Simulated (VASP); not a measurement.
Tl:

```
Tl
1.0
     3.11688    0.00000    0.00000
     0.00000    3.11688    0.00000
     0.00000    0.00000    3.11688
Tl
1
Direct
  0.00000 0.00000 0.00000
```

This isn't the form of Tl at room conditions, which is hcp.

```yaml
Program: VASP 6.6.1
Task: relaxation of cell and atoms
Functional: r2SCAN
Potentials_or_basis: VASP PAW PBE potentials, release 64 (Tl_d)
Cutoff: 600 eV
k_mesh: 10 × 10 × 10
Occupations: fermi-dirac, width 0.1 eV
Spin: no spin polarisation
```

At the start: pressure 2.1 GPa; volume 30.28 Å³/atom.

How do energy, volume and symmetry change on relaxing?

Over 3 steps the energy falls by 12.3 meV/atom and the volume is 32.25 Å³/atom (+6.5 %); space group Pm-3m (No. 221, to 0.1 Å) before and after.

Step by step:
| step | energy change (eV) | largest force (eV/Å) | pressure (GPa) | volume (Å³) |
| --- | --- | --- | --- | --- |
| 1 | 0.0000 | 0.0000 | 2.11 | 30.28 |
| 2 | -0.0122 | 0.0000 | 0.17 | 32.06 |
| 3 | -0.0123 | 0.0000 | 0.02 | 32.25 |

Final structure:
```yaml
crystal:
  lattice:
    - [3.18316, 0.00000, 0.00000]
    - [0.00000, 3.18316, 0.00000]
    - [0.00000, 0.00000, 3.18316]
  atoms:
    - { symbol: Tl, position: [0.00000, 0.00000, 0.00000] }
```

Caveat: the PAW data sets were made with another functional, which shifts forces and pressure a little.
